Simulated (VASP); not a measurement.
Here is a VASP 6.6.1 calculation.

The input INCAR:

```
ALGO = Normal
EDIFF = 1E-6
EDIFFG = -0.025
ENCUT = 600
GGA = PE
IBRION = 2
ISIF = 3
ISMEAR = 0
LASPH = True
LCHARG = False
LREAL = False
LWAVE = False
NELM = 80
NSW = 80
PREC = Accurate
SIGMA = 0.2
```

KPOINTS

```
k-points
0
Gamma
  4 4 4
```

Contents of POSCAR:

```
Ga4SbAs3
1.0
    5.8638646157      0.1173019691     -0.0276421700
    0.1173019691      5.7619450970      0.0592118808
   -0.0276421700      0.0592118808      5.8269411570
Ga Sb As
4 1 3
Direct
    0.2527242014      0.7398749647      0.7614833954
    0.2570990399      0.2571482668      0.1890718658
    0.7360243229      0.7739643700      0.2660167997
    0.7725852866      0.2325711634      0.7232369807
    0.4913505793      0.5116777947      0.5105001736
   -0.0101395076      0.4858619714      0.0115720452
   -0.0288583465      0.0058121865      0.4885242089
    0.5292144241     -0.0069107177      0.0495945308
```

Potentials or basis: VASP PAW PBE potentials, release 64 (Ga_d, Sb, As).

Command:

```console
$ cat potpaw_PBE.64/Ga_d/POTCAR potpaw_PBE.64/Sb/POTCAR potpaw_PBE.64/As/POTCAR > POTCAR
$ mpirun -np 1 vasp_std > vasp.out
```

Task: Estimate the relaxed volume.

Result: 25.33 Å³/atom.

Task: Estimate the relaxed cell.

Result: a = 5.872 Å, b = 5.873 Å, c = 5.876 Å, α = 90.02°, β = 90.02°, γ = 89.98°.

Task: Predict the space group after relaxing (to 0.1 Å).

Result: P-43m (No. 215).

Step by step:
```tsv
step	energy change (eV)	largest force (eV/Å)	pressure (GPa)	volume (Å³)
1	0.0000	5.8699	6.65	196.77
2	-1.6631	1.4536	-3.74	226.58
3	-1.9242	1.7176	-2.13	215.65
4	-2.3632	0.8032	-1.16	207.93
5	-2.4750	0.5074	0.19	201.80
6	-2.4753	0.5032	0.09	202.11
7	-2.5146	0.2863	0.08	201.94
8	-2.5157	0.2795	0.09	201.90
9	-2.5297	0.1683	-0.03	202.34
10	-2.5336	0.1555	-0.11	202.68
11	-2.5432	0.1444	0.04	202.22
12	-2.5533	0.1521	0.31	201.43
13	-2.5488	0.2496	0.83	199.85
14	-2.5555	0.1587	0.50	200.85
15	-2.5607	0.1379	0.31	201.53
16	-2.5666	0.1143	-0.16	203.27
17	-2.5691	0.0757	-0.10	203.04
18	-2.5709	0.0326	-0.02	202.72
19	-2.5711	0.0334	0.02	202.59
20	-2.5713	0.0191	-0.01	202.63
```
